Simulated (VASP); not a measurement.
The system is PtS2.

```
CELL_PARAMETERS angstrom
3.55262 0.00000 0.00000
-1.77631 3.07666 0.00000
0.00000 0.00000 5.12283
ATOMIC_POSITIONS crystal
Pt 0.00000 0.00000 0.00000
S 0.33333 0.66667 0.23925
S 0.66667 0.33333 0.76075
```

Base run:

* Program: VASP 6.6.1
* Functional: r2SCAN
* Potentials or basis: VASP PAW PBE potentials, release 64 (Pt, S)
* Cutoff: 520 eV
* k mesh: 12 × 12 × 6
* Occupations: gaussian, width 0.01 eV
* Spin: no spin polarisation

Its results: band gap on the k mesh 0.87 eV, indirect (least direct gap 1.14 eV); pressure 1.2 GPa; largest force 0.049 eV/Å.

**Question.** The run is repeated on the same cell with these changes: functional from r2SCAN to PBE; occupations from gaussian, width 0.01 eV to fermi-dirac, width 0.02 eV. What comes out?

**Answer.** Band gap on the k mesh 0.71 eV, indirect (least direct gap 0.97 eV); pressure 3.2 GPa; largest force 0.026 eV/Å.

Caveats: spin-orbit coupling is left out, which moves the levels of the heavy elements; the PAW data sets were made with another functional, which shifts forces and pressure a little (some runs).

A k mesh can miss the band edges.
